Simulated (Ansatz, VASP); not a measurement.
Two plane-wave programs on SnO2

```
Sn O
1.0
     4.84836    0.00000    0.00000
     0.00000    4.84836    0.00000
     0.00000    0.00000    3.26500
Sn O
2 4
Direct
  0.00000 0.00000 0.00000
  0.50000 0.50000 0.50000
  0.30630 0.30630 0.00000
  0.19370 0.80630 0.50000
  0.69370 0.69370 0.00000
  0.80630 0.19370 0.50000
```

Change from the starting cell: mode 4 frozen in at +0.000 Å, equal normal strain along x, y and z +0.0167.

Alike in both runs: task single point; functional PBEsol; k mesh 6 × 6 × 8; occupations gaussian, width 0.05 eV; no spin polarisation.

|  | VASP | Ansatz |
| --- | --- | --- |
| version | VASP 6.6.1 | Ansatz 0.2.0 |
| potentials or method | VASP PAW PBE potentials, release 64 (Sn_d, O), cutoff 520 eV | scalar-relativistic, plane waves, PAW |
| valence electrons in the cell | 52 | 52 |

VASP gave:

| Property | Result |
| --- | --- |
| gap on the k mesh at the Fermi level (eV) | 0.38 |
| least direct gap on the mesh (eV) | 0.38 |
| pressure (GPa) | -8.3 |
| traceless stress, the component that is largest in VASP (GPa) | -1.52 |
| rms of the force components (eV/Å) | 0.067 |

Problem. Which values does Ansatz return?

Solution. gap on the k mesh at the Fermi level (eV): 0.39; least direct gap on the mesh (eV): 0.39; pressure (GPa): -8.8; traceless stress, the component that is largest in VASP (GPa): -1.74; rms of the force components (eV/Å): 0.075.

VASP's potentials were made for PBE, not for PBEsol, and Ansatz warns of the same on its side. Atom by atom the forces differ by 0.008 eV/Å (rms over components).
